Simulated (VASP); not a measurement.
# ScAl3N4 (Cm) in VASP: single point with PBEsol

Aim: the single point of ScAl3N4 with PBEsol.

All numbers are computed with VASP 6.6.1; they aren't measurements. Logs are shortened: lines on timing, memory, paths and dates and some standing lists are left out, and cuts for length are marked.

### 1 The cell of the first run

It takes space group Cm (No. 8, monoclinic). The conventional cell has a = 11.529 Å, b = 3.209 Å, c = 5.604 Å, α = 90.00°, β = 119.04°, γ = 90.00°. Within 2.7 Å of Sc (site symmetry m) lie 4 N at 2.01 to 2.07 Å. Al (site symmetry m) has 4 N at 1.86 to 1.96 Å within 2.5 Å. Al (site symmetry m) has 4 N at 1.88 to 1.95 Å within 2.5 Å. Within 2.5 Å of Al (site symmetry m) lie 4 N at 1.91 to 1.96 Å. Within 2.5 Å of N (site symmetry m) lie 3 Al at 1.92 Å and 1 Sc at 2.07 Å. N (site symmetry m) has 4 Al at 1.95 to 1.96 Å within 2.6 Å. N (site symmetry m) has 2 Al at 1.86 to 1.88 Å and 2 Sc at 2.01 Å within 2.5 Å. N (site symmetry m) has 3 Al at 1.90 to 1.91 Å and 1 Sc at 2.06 Å within 2.5 Å.

### 2 Single point, PBEsol (atoms moved along the polar distortion)

The input, INCAR:

```
SYSTEM = ScAl3N4
  ALGO = Normal
  EDIFF = 1E-7
  ENCUT = 520
  GGA = PS
  ISIF = 2
  ISMEAR = 0
  LASPH = .True.
  LCHARG = .False.
  LREAL = .False.
  LWAVE = .False.
  NBANDS = 30
  NELM = 60
  PREC = Accurate
  SIGMA = 0.01
```

The input, KPOINTS:

```
k-points
0
Gamma
  10 8 10
  0 0 0
```

The input, POSCAR:

```
ScAl3N4
1.0
   -3.2085883332      0.0000000000      0.0000000000
    0.0000000000      5.6037523390     -0.0022451692
    1.6042941666     -2.7998414826     -5.0387629932
Sc Al N
1 3 4
Direct
    0.0059268667      0.3363283965      0.0118537334
    0.4999593388      0.8364046345     -0.0000813224
    0.7538057982      0.4169458554      0.5076115965
    0.2461483625      0.9170269819      0.4922967250
    0.8004359960      0.1310055960      0.6008719921
    0.3055286422      0.6425246511      0.6110572844
    0.5673737605      0.2131996454      0.1347475209
    0.0568212350      0.7425642391      0.1136424701
```

Potentials or basis: VASP PAW PBE potentials, release 64 (Sc_sv, Al, N).

On the command line:

```
$ cat potpaw_PBE.64/Sc_sv/POTCAR potpaw_PBE.64/Al/POTCAR potpaw_PBE.64/N/POTCAR > POTCAR
$ mpirun -np 1 vasp_std > vasp.out
```

OUTCAR:

```text
SYSTEM = ScAl3N4
   EDIFF = 1E-7
   ENCUT = 520
   GGA = PS
   ISIF = 2
   ISMEAR = 0
   LASPH = .True.
   LREAL = .False.
   NELM = 60
   PREC = Accurate

 ion  position               nearest neighbor table
   1  0.006  0.336  0.012-   7 2.01   7 2.01   8 2.06   5 2.07   4 3.08   3 3.11   3 3.11   3 3.15
                             4 3.20   4 3.20   2 3.20   2 3.20   2 3.26   2 3.26
   2  0.500  0.836  1.000-   7 1.86   8 1.90   8 1.90   6 1.96   4 3.10   4 3.10   3 3.11   3 3.11
                             3 3.15   4 3.17   1 3.20   1 3.20   1 3.26   1 3.26
   3  0.754  0.417  0.508-   7 1.88   5 1.92   6 1.95   6 1.95   2 3.11   2 3.11   1 3.11   1 3.11
                             2 3.15   1 3.15   4 3.19   4 3.19   4 3.27   4 3.27
   4  0.246  0.917  0.492-   8 1.91   5 1.92   5 1.92   6 1.96   1 3.08   2 3.10   2 3.10   2 3.17
                             3 3.19   3 3.19   1 3.20   1 3.20   3 3.27   3 3.27
   5  0.800  0.131  0.601-   4 1.92   4 1.92   3 1.92   1 2.07
   6  0.306  0.643  0.611-   3 1.95   3 1.95   2 1.96   4 1.96
   7  0.567  0.213  0.135-   2 1.86   3 1.88   1 2.01   1 2.01
   8  0.057  0.743  0.114-   2 1.90   2 1.90   4 1.91   1 2.06

  LATTYP: Found a base centered monoclinic cell.
 ALAT       =    11.5287891523
 B/A-ratio  =     0.2783109562
 C/A-ratio  =     0.4860660313
 COS(beta)  =    -0.4853627588

  Lattice vectors:

 A1 = (   1.6042941666,  -2.7998414826,  -5.0387629932)
 A2 = (  -1.6042941666,  -2.7998414826,  -5.0387629932)
 A3 = (   0.0000000000,   5.6037523390,  -0.0022451692)

Analysis of symmetry for initial positions (statically):
=====================================================================
 Subroutine PRICEL returns:
 Original cell was already a primitive cell.

 Routine SETGRP: Setting up the symmetry group for a
 base centered monoclinic supercell.

 Subroutine GETGRP returns: Found  2 space group operations
 (whereof  2 operations were pure point group operations)
 out of a pool of  4 trial point group operations.

The static configuration has the point symmetry C_1h.

Analysis of symmetry for dynamics (positions and initial velocities):
=====================================================================
 Subroutine PRICEL returns:
 Original cell was already a primitive cell.

 Routine SETGRP: Setting up the symmetry group for a
 base centered monoclinic supercell.

 Subroutine GETGRP returns: Found  2 space group operations
 (whereof  2 operations were pure point group operations)
 out of a pool of  4 trial point group operations.

The dynamic configuration has the point symmetry C_1h.

 Subroutine INISYM returns: Found  2 space group operations
 (whereof  2 operations are pure point group operations),
[... 118 lines left out ...]
   PSTRESS=    0.0 pullay stress
   NELECT =      40.0000    total number of electrons
   NUPDOWN=      -1.0000    fix difference up-down
   EMIN   =  10.00;   EMAX   =-10.00  energy-range for DOS
   EFERMI =   0.00;   METHOD = LEGACY
   ISMEAR =     0;   SIGMA  =   0.01  broadening in eV -4-tet -1-fermi 0-gaus
   EFERMI_NEDOS =   21; number of points for ismear=-14 and -15
   IALGO  =     38    algorithm
   IMIX   =      4    mixing-type and parameters
     AMIX     =   0.40;   BMIX     =  1.00
     AMIX_MAG =   1.60;   BMIX_MAG =  1.00
  volume/ion in A,a.u.               =      11.33        76.44
  Fermi-wavevector in a.u.,A,eV,Ry     =   1.246494  2.355533 21.140027  1.553748
  Thomas-Fermi vector in A             =   2.380669
   LORBIT       =      0    0 simple, 1 ext, 2 COOP (PROOUT), +10 PAW based schemes
   GGA     = PS    functional components
   LHFCALC =     F    Hartree Fock is set to
   AEXX    =    0.0000 exact exchange contribution
   IVDW    =     0    specifies the selected vdW correction
   LEPSILON=     F    determine dielectric tensor
   LRPA    =     F    only Hartree local field effects (RPA)
 non-spin polarized calculation
 Gauss-broadening in eV      SIGMA  =   0.01
  energy-cutoff  :      520.00
  volume of cell :       90.62
 maximum number of plane-waves:      2467
   NGX = 11   NGY = 21   NGZ = 23

 number of electron      39.9999999 magnetization

 Free energy of the ion-electron system (eV)
  ---------------------------------------------------
  ext. energy  EPLUGINS =         0.00000000
  ---------------------------------------------------
  free energy    TOTEN  =       -65.04548529 eV

  energy without entropy =      -65.04548529  energy(sigma->0) =      -65.04548529

 E-fermi :   5.0735     XC(G=0): -11.0278

 val. band max:        5.0037457338   @ k =   0.5000   0.5000   0.2000
 cond. band min:       8.6361483450   @ k =   0.0000   0.0000   0.0000
 fundamental gap:      3.6324026112
 Fermi energy:         5.0734907136

 k-point     1 :       0.0000    0.0000    0.0000
  band No.  band energies     occupation
      1     -41.3290      2.00000
      2     -20.2592      2.00000
      3     -20.2525      2.00000
      4     -20.0686      2.00000
      5      -9.3738      2.00000
      6      -7.5213      2.00000
[... 781 lines left out ...]
     29      13.8116      0.00000
     30      14.2297      0.00000

 [... further k-points ...]

------------------------ aborting loop because EDIFF is reached ----------------------------------------

  FORCE on cell =-STRESS in cart. coord.  units (eV):
  Direction    XX          YY          ZZ          XY          YZ          ZX
  --------------------------------------------------------------------------------------
  -------------------------------------------------------------------------------------
  Total        0.1266810      0.1421839      0.1448825      0.0000000      0.0060534      0.0000000
  in kB        2.2397961      2.5138976      2.5616094      0.0000000      0.1070279      0.0000000
  external PRESSURE =       2.4384343 kB  Pullay stress =       0.0000000 kB

 VOLUME and BASIS-vectors are now :
 -----------------------------------------------------------------------------
  energy-cutoff  :      520.00
  volume of cell :       90.62
      direct lattice vectors                 reciprocal lattice vectors
    -3.208588333  0.000000000  0.000000000    -0.311663541 -0.000039748 -0.099208618
     0.000000000  5.603752339 -0.002245169     0.000000000  0.178412136 -0.099136574
     1.604294167 -2.799841483 -5.038762993     0.000000000 -0.000079497 -0.198417235

 POSITION                                       TOTAL-FORCE (eV/Angst)
 -----------------------------------------------------------------------------------
      0.00000      1.85151     -0.06048         0.000000      0.016876      0.011453
      0.00000      1.88739     -5.04023        -0.000000     -0.005458      0.004446
     -1.60429      0.91523     -2.55867        -0.000000      0.002977     -0.007690
      0.00000      3.76044     -2.48263        -0.000000     -0.003673     -0.003221
     -1.60429     -0.94822     -3.02795         0.000000     -0.001920      0.041161
     -0.00000      1.88969     -3.08042        -0.000000      0.001407     -0.005322
     -1.60429      0.81745     -0.67944         0.000000     -0.055767     -0.031129
      0.00000      3.84297     -0.57428        -0.000000      0.045558     -0.009697
 -----------------------------------------------------------------------------------
    total drift:                               -0.000006      0.000121     -0.000037

  FREE ENERGIE OF THE ION-ELECTRON SYSTEM (eV)
  ---------------------------------------------------
  free  energy   TOTEN  =       -65.0454852947 eV

  energy  without entropy=      -65.0454852947  energy(sigma->0) =      -65.04548529
```

stdout:

```text
POSCAR found type information on POSCAR ScAlN
 POSCAR found :  3 types and       8 ions
 scaLAPACK will be used
 -----------------------------------------------------------------------------
|                                                                             |
|                                                                             |
|     You enforced a specific xc type in the INCAR file but a different       |
|     I HOPE YOU KNOW WHAT YOU ARE DOING!                                     |
|                                                                             |
 -----------------------------------------------------------------------------

 LDA part: xc-table for (Slater+PW92), standard interpolation
 POSCAR, INCAR and KPOINTS ok, starting setup
 FFT: planning ... GRIDC
 FFT: planning ... GRID_SOFT
 FFT: planning ... GRID
 WAVECAR not read
 entering main loop
```

Run time: 27 min. Hardware: 1 thread of Intel Xeon 8259CL, shared host; peak memory 0.58 GiB.

Results:

| Quantity | Value |
| --- | --- |
| Free energy | -65.0455 eV |
| Pressure | 0.2 GPa |
| Largest force | 0.064 eV/Å |
| Band gap on the k mesh | 3.63 eV (least direct gap 3.75 eV) |

Forces in eV/Å, atoms in the order of the input:
```
Sc   0.000  0.017  0.011
Al   0.000 -0.005  0.004
Al   0.000  0.003 -0.008
Al   0.000 -0.004 -0.003
N    0.000 -0.002  0.041
N    0.000  0.001 -0.005
N    0.000 -0.056 -0.031
N    0.000  0.046 -0.010
```

Caveat: the cell differs from its parent crystal (atoms moved along the polar distortion); the PAW data sets were made with another functional, which shifts forces and pressure a little.
